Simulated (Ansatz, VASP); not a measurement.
**One calculation of Rb2BrCl, two programs**

File INCAR:

```
SYSTEM = Rb2BrCl
ALGO = Normal
EDIFF = 1E-7
ENCUT = 520
GGA = PE
ISIF = 2
ISMEAR = 0
LASPH = .True.
LCHARG = .False.
LREAL = .False.
LWAVE = .False.
NBANDS = 24
NELM = 60
PREC = Accurate
SIGMA = 0.01
```

File KPOINTS:

```
k-points
0
Gamma
  6 6 6
  0 0 0
```

Contents of POSCAR:

```
Rb2BrCl
1.0
    2.3904423025      1.3801225068      7.8205420482
   -2.3904423025      1.3801225068      7.8205420482
    0.0000000000     -2.7602450136      7.8205420482
Cl Br Rb
1 1 2
Direct
    1.0000000000      0.0000000000      0.0000000000
    0.5000000000      0.5000000000      0.5000000000
    0.2539867085      0.2539867085      0.2539867085
    0.7460132915      0.7460132915      0.7460132915
```

Input for Ansatz:

```yaml
crystal:
  lattice:
    - [2.3904423025, 1.3801225068, 7.8205420482]
    - [-2.3904423025, 1.3801225068, 7.8205420482]
    - [0.0, -2.7602450136, 7.8205420482]
  atoms:
    - { symbol: Cl, position: [1.0, 0.0, 0.0] }
    - { symbol: Br, position: [0.5, 0.5, 0.5] }
    - { symbol: Rb, position: [0.2539867085, 0.2539867085, 0.2539867085] }
    - { symbol: Rb, position: [0.7460132915, 0.7460132915, 0.7460132915] }
kpoints:
  mp_grid: { grid: [6, 6, 6] }
hamiltonian:
  xc: pbe
scf:
  occupations: { method: fixed }
output:
  optics:
    e_range: [0, 19]
    de: 0.05
    sigma: 0.1
    bands: { spectra_wanted_up_to: 19 }
```

Alike in both runs: task single point; functional PBE; k mesh 6 × 6 × 6; no spin polarisation.

```csv
,VASP,Ansatz
version,VASP 6.6.1,Ansatz 0.2.0
potentials or method,"VASP PAW PBE potentials, release 64 (Cl, Br, Rb_sv)","plane waves, PAW"
plane-wave cutoff (eV),520,420
occupations,"gaussian, width 0.01 eV",fixed
valence electrons in the cell,32,32
```

```tsv
	VASP	Ansatz	Ansatz less VASP
gap on the k mesh at the Fermi level (eV)	4.44	4.44	+0.002
```
